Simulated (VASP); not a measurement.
# SiI (F-43m) in VASP: a series of runs

SiI is run at these levels: LDA; tasks: single point, relaxation of cell and atoms.

Everything below comes from runs of VASP 6.6.1. Logs are shortened: lines on timing, memory, paths and dates and some standing lists are left out, and cuts for length are marked.

**1. The cell of the first run**

It takes space group F-43m (No. 216, cubic). Conventional cell: a = 6.714 Å, b = 6.714 Å, c = 6.714 Å, α = 90.00°, β = 90.00°, γ = 90.00°. Si (site symmetry -43m) has 4 I at 2.91 Å within 3.8 Å. Within 3.8 Å of I (site symmetry -43m) lie 4 Si at 2.91 Å.

**2. Single point, LDA**

INCAR

```
  ALGO = Normal
  EDIFF = 1E-6
  ENCUT = 500
  GGA = CA
  GGA_COMPAT = F
  ISIF = 2
  ISMEAR = -1
  LASPH = T
  LCHARG = T
  LELF = T
  LREAL = F
  LVHAR = T
  LWAVE = F
  NBANDS = 12
  NELM = 120
  PREC = Accurate
  SIGMA = 0.1
```

KPOINTS

```
k-points
0
Gamma
  5 5 5
```

POSCAR

```
SiI
1.0
    0.0000000000      3.3567831912      3.3567831912
    3.3567831912      0.0000000000      3.3567831912
    3.3567831912      3.3567831912      0.0000000000
Si I
1 1
Direct
    0.0000000000      0.0000000000      0.0000000000
    0.2500000000      0.2500000000      0.2500000000
```

Potentials or basis: VASP PAW LDA potentials, release 64 (Si, I).

Launch:

```
> cat potpaw_LDA.64/Si/POTCAR potpaw_LDA.64/I/POTCAR > POTCAR
> mpirun -np 1 vasp_std > vasp.out
```

OUTCAR:

```text
EDIFF = 1E-6
   ENCUT = 500
   GGA = CA
   ISIF = 2
   ISMEAR = -1
   LASPH = T
   LREAL = F
   NELM = 120
   PREC = Accurate

 ion  position               nearest neighbor table
   1  0.000  0.000  0.000-   2 2.91   2 2.91   2 2.91   2 2.91
   2  0.250  0.250  0.250-   1 2.91   1 2.91   1 2.91   1 2.91

  LATTYP: Found a face centered cubic cell.
 ALAT       =     6.7135663824

  Lattice vectors:

 A1 = (   0.0000000000,   3.3567831912,   3.3567831912)
 A2 = (   3.3567831912,   0.0000000000,   3.3567831912)
 A3 = (   3.3567831912,   3.3567831912,   0.0000000000)

Analysis of symmetry for initial positions (statically):
=====================================================================
 Subroutine PRICEL returns:
 Original cell was already a primitive cell.

 Routine SETGRP: Setting up the symmetry group for a
 face centered cubic supercell.

 Subroutine GETGRP returns: Found 24 space group operations
 (whereof 24 operations were pure point group operations)
 out of a pool of 48 trial point group operations.

The static configuration has the point symmetry T_d .

Analysis of symmetry for dynamics (positions and initial velocities):
=====================================================================
 Subroutine PRICEL returns:
 Original cell was already a primitive cell.

 Routine SETGRP: Setting up the symmetry group for a
 face centered cubic supercell.

 Subroutine GETGRP returns: Found 24 space group operations
 (whereof 24 operations were pure point group operations)
 out of a pool of 48 trial point group operations.

The dynamic configuration has the point symmetry T_d .

 Subroutine INISYM returns: Found 24 space group operations
 (whereof 24 operations are pure point group operations),
 and found     1 'primitive' translations

----------------------------------------------------------------------------------------

                                     Primitive cell

  volume of cell :      75.6484

  direct lattice vectors                    reciprocal lattice vectors
     0.000000000  3.356783191  3.356783191    -0.148952128  0.148952128  0.148952128
     3.356783191  0.000000000  3.356783191     0.148952128 -0.148952128  0.148952128
     3.356783191  3.356783191  0.000000000     0.148952128  0.148952128 -0.148952128

[... 72 lines left out ...]
   IBRION =     -1    ionic relax: 0-MD 1-quasi-New 2-CG
   NFREE  =      0    steps in history (QN), initial steepest desc. (CG)
   ISIF   =      2    stress and relaxation
   ISYM   =      2    0-nonsym 1-usesym 2-fastsym
   POTIM  = 0.5000    time-step for ionic-motion
   TEBEG  =    0.0;   TEEND  =   0.0 temperature during run
   PSTRESS=    0.0 pullay stress
   NELECT =      11.0000    total number of electrons
   NUPDOWN=      -1.0000    fix difference up-down
   EMIN   =  10.00;   EMAX   =-10.00  energy-range for DOS
   EFERMI =   0.00;   METHOD = LEGACY
   ISMEAR =    -1;   SIGMA  =   0.10  broadening in eV -4-tet -1-fermi 0-gaus
   EFERMI_NEDOS =   21; number of points for ismear=-14 and -15
   IALGO  =     38    algorithm
   IMIX   =      4    mixing-type and parameters
     AMIX     =   0.40;   BMIX     =  1.00
     AMIX_MAG =   1.60;   BMIX_MAG =  1.00
  volume/ion in A,a.u.               =      37.82       255.25
  Fermi-wavevector in a.u.,A,eV,Ry     =   0.860873  1.626814 10.083310  0.741102
  Thomas-Fermi vector in A             =   1.978443
   LORBIT       =      0    0 simple, 1 ext, 2 COOP (PROOUT), +10 PAW based schemes
   GGA     = CA    functional components
   LHFCALC =     F    Hartree Fock is set to
   AEXX    =    0.0000 exact exchange contribution
   IVDW    =     0    specifies the selected vdW correction
   LEPSILON=     F    determine dielectric tensor
   LRPA    =     F    only Hartree local field effects (RPA)
 non-spin polarized calculation
  energy-cutoff  :      500.00
  volume of cell :       75.65
 maximum number of plane-waves:      1936
   NGX = 17   NGY = 17   NGZ = 17

 number of electron      10.9999999 magnetization

 Free energy of the ion-electron system (eV)
  ---------------------------------------------------
  ext. energy  EPLUGINS =         0.00000000
  ---------------------------------------------------
  free energy    TOTEN  =        -5.95484823 eV

  energy without entropy =       -5.89263233  energy(sigma->0) =       -5.92374028

 E-fermi :   3.8637     XC(G=0):  -8.0795

 val. band max:        3.7082441393   @ k =   0.0000   0.0000   0.0000
 cond. band min:       3.9093286755   @ k =  -0.4000   0.4000   0.2000
 fundamental gap:      0.2010845362
 Fermi energy:         3.8637474470

 k-point     1 :       0.0000    0.0000    0.0000
  band No.  band energies     occupation
      1     -11.0112      2.00000
      2      -2.2596      2.00000
      3      -0.2586      2.00000
      4      -0.2586      2.00000
      5      -0.2586      2.00000
      6       3.7082      1.65128
      7       3.7082      1.65128
      8       3.7082      1.65128
      9       7.2830      0.00000
     10       9.2996      0.00000
     11       9.2996      0.00000
     12      11.1007      0.00000
[... 121 lines left out ...]
 k-point    10 :      -0.4000    0.4000    0.2000
  band No.  band energies     occupation
      1     -10.5332      2.00000
      2      -4.5336      2.00000
      3      -1.6022      2.00000
      4      -1.2026      2.00000
      5       1.9602      2.00000
      6       3.9093      0.77596
      7       5.0258      0.00002
      8       5.8148      0.00000
      9       8.0332      0.00000
     10       8.8379      0.00000
     11      10.6422      0.00000
     12      12.0344      0.00000

------------------------ aborting loop because EDIFF is reached ----------------------------------------

  FORCE on cell =-STRESS in cart. coord.  units (eV):
  Direction    XX          YY          ZZ          XY          YZ          ZX
  --------------------------------------------------------------------------------------
  -------------------------------------------------------------------------------------
  Total        0.0129627      0.0129627      0.0129627      0.0000000      0.0000000      0.0000000
  in kB        0.2745412      0.2745412      0.2745412      0.0000000      0.0000000      0.0000000
  external PRESSURE =       0.2745412 kB  Pullay stress =       0.0000000 kB

 VOLUME and BASIS-vectors are now :
 -----------------------------------------------------------------------------
  energy-cutoff  :      500.00
  volume of cell :       75.65
      direct lattice vectors                 reciprocal lattice vectors
     0.000000000  3.356783191  3.356783191    -0.148952128  0.148952128  0.148952128
     3.356783191  0.000000000  3.356783191     0.148952128 -0.148952128  0.148952128
     3.356783191  3.356783191  0.000000000     0.148952128  0.148952128 -0.148952128

 POSITION                                       TOTAL-FORCE (eV/Angst)
 -----------------------------------------------------------------------------------
      0.00000      0.00000      0.00000        -0.000000      0.000000      0.000000
      1.67839      1.67839      1.67839         0.000000     -0.000000     -0.000000
 -----------------------------------------------------------------------------------
    total drift:                                0.000000      0.000000      0.000000

  FREE ENERGIE OF THE ION-ELECTRON SYSTEM (eV)
  ---------------------------------------------------
  free  energy   TOTEN  =        -5.9548482250 eV

  energy  without entropy=       -5.8926323293  energy(sigma->0) =       -5.92374028
```

OSZICAR:

```text
N       E                     dE             d eps       ncg     rms          rms(c)
DAV:   1     0.327591656182E+02    0.32759E+02   -0.35971E+03   240   0.623E+02
DAV:   2    -0.361577453778E+01   -0.36375E+02   -0.35017E+02   328   0.107E+02
DAV:   3    -0.592779636327E+01   -0.23120E+01   -0.23025E+01   304   0.281E+01
DAV:   4    -0.596992361017E+01   -0.42127E-01   -0.42124E-01   304   0.456E+00
DAV:   5    -0.597076480927E+01   -0.84120E-03   -0.84116E-03   300   0.623E-01    0.969E+00
DAV:   6    -0.595734921048E+01    0.13416E-01   -0.33144E-02   260   0.675E-01    0.597E+00
DAV:   7    -0.595522411673E+01    0.21251E-02   -0.14272E-02   292   0.542E-01    0.257E-01
DAV:   8    -0.595483894038E+01    0.38518E-03   -0.26877E-03   280   0.239E-01    0.189E-01
DAV:   9    -0.595485489441E+01   -0.15954E-04   -0.19854E-04   292   0.752E-02    0.263E-01
DAV:  10    -0.595484786526E+01    0.70292E-05   -0.25216E-05   272   0.229E-02    0.274E-02
DAV:  11    -0.595484822501E+01   -0.35976E-06   -0.17118E-06   288   0.760E-03
   1 F= -.59548482E+01 E0= -.59237403E+01  d E =-.622159E-01
```

Wall time 7.3 s (1 thread of Intel Xeon Platinum 8488C (Sapphire Rapids), shared host); peak memory 0.17 GiB.

What came out:

```
Free energy            : -5.9548 eV
Pressure               : 0.0 GPa
Band gap on the k mesh : zero (an odd number of electrons rules out a gap without spin polarisation)
```

Levels at points of the mesh, in eV from the Fermi level:
```tsv
k point	band 1	band 2	band 3	band 4	band 5	band 6	band 7	band 8	band 9	band 10
(0.00, 0.00, 0.00)	-14.87	-6.12	-4.12	-4.12	-4.12	-0.16	-0.16	-0.16	3.42	5.44
```

Caveat: spin-orbit coupling is left out, which moves the levels of the heavy elements; an odd number of electrons without spin polarisation forces a metal; a magnetic or distorted state may lie lower.

**3. Single point, LDA**

This run uses another cell than the first one, of 37.74 Å³/atom.

INCAR

```
PREC = Accurate
ENCUT = 500
EDIFF = 1E-6
ISMEAR = 1
SIGMA = 0.15
LREAL = F
LASPH = T
NELM = 120
ALGO = Normal
ISIF = 2
LWAVE = F
LCHARG = F
GGA = CA
NBANDS = 12
GGA_COMPAT = F
```

KPOINTS

```
Automatic mesh
0
Gamma
  5 5 5
```

POSCAR

```
SiI
1.0
    0.0000000000      3.3542966840      3.3542966840
    3.3542966840      0.0000000000      3.3542966840
    3.3542966840      3.3542966840      0.0000000000
Si I
1 1
Direct
    0.0000000000      0.0000000000      0.0000000000
    0.2500000000      0.2500000000      0.2500000000
```

Potentials or basis: VASP PAW LDA potentials, release 64 (Si, I).

Launch:

```
> cat potpaw_LDA.64/Si/POTCAR potpaw_LDA.64/I/POTCAR > POTCAR
> mpirun -np 1 vasp_std > vasp.out
```

It took 6.5 s on 1 thread of Intel Xeon Platinum 8488C (Sapphire Rapids), shared host; peak memory 0.16 GiB.

The run converged. Its results:

- Free energy: -5.9222 eV
- Pressure: 0.1 GPa
- Band gap on the k mesh: zero (an odd number of electrons rules out a gap without spin polarisation)

Levels at points of the mesh, in eV from the Fermi level:
| k point | band 2 | band 3 | band 4 | band 5 | band 6 | band 7 | band 8 | band 9 |
| --- | --- | --- | --- | --- | --- | --- | --- | --- |
| (0.00, 0.00, 0.00) | -6.16 | -4.18 | -4.18 | -4.18 | -0.20 | -0.20 | -0.20 | 3.38 |

Caveat: spin-orbit coupling is left out, which moves the levels of the heavy elements; an odd number of electrons without spin polarisation forces a metal; a magnetic or distorted state may lie lower.

(Continued in part 2 of 2.)
